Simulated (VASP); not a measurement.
Input of a VASP 6.6.1 run:

INCAR

```
PREC = Accurate
ENCUT = 600
EDIFF = 1E-6
ISMEAR = 0
SIGMA = 0.1
LREAL = F
LASPH = T
NELM = 80
ALGO = Fast
ISIF = 4
LWAVE = F
LCHARG = F
GGA = PS
IBRION = 2
NSW = 50
EDIFFG = -0.01
```

KPOINTS

```
Automatic mesh
0
Gamma
  12 12 6
```

The input POSCAR:

```
Ge
1.0
    4.0778213420      0.0000000000      0.0000000000
   -2.0389106710      3.5314968742      0.0000000000
    0.0000000000      0.0000000000      6.7176206766
Ge
4
Direct
    0.6666666667      0.3333333333      0.0626389548
    0.3333333333      0.6666666667      0.5626389548
    0.6666666667      0.3333333333      0.4373610452
    0.3333333333      0.6666666667      0.9373610452
```

Potentials or basis: VASP PAW PBE potentials, release 64 (Ge_d).

The run is started by

```bash
$ cat potpaw_PBE.64/Ge_d/POTCAR > POTCAR
$ mpirun -np 1 vasp_std > vasp.out
```

Question: Predict the band gap on the k mesh.

Answer: Zero (bands 28 and 29 overlap by 0.01 eV).

Forces on the atoms (eV/Å):
```
Ge   0.000  0.000 -0.002
Ge   0.000  0.000 -0.002
Ge   0.000  0.000  0.002
Ge   0.000  0.000  0.002
```

Caveat: the relaxation stopped at its first step, so nothing moved; semilocal functionals underestimate gaps, and a narrow one can read as zero; the PAW data sets were made with another functional, which shifts forces and pressure a little.
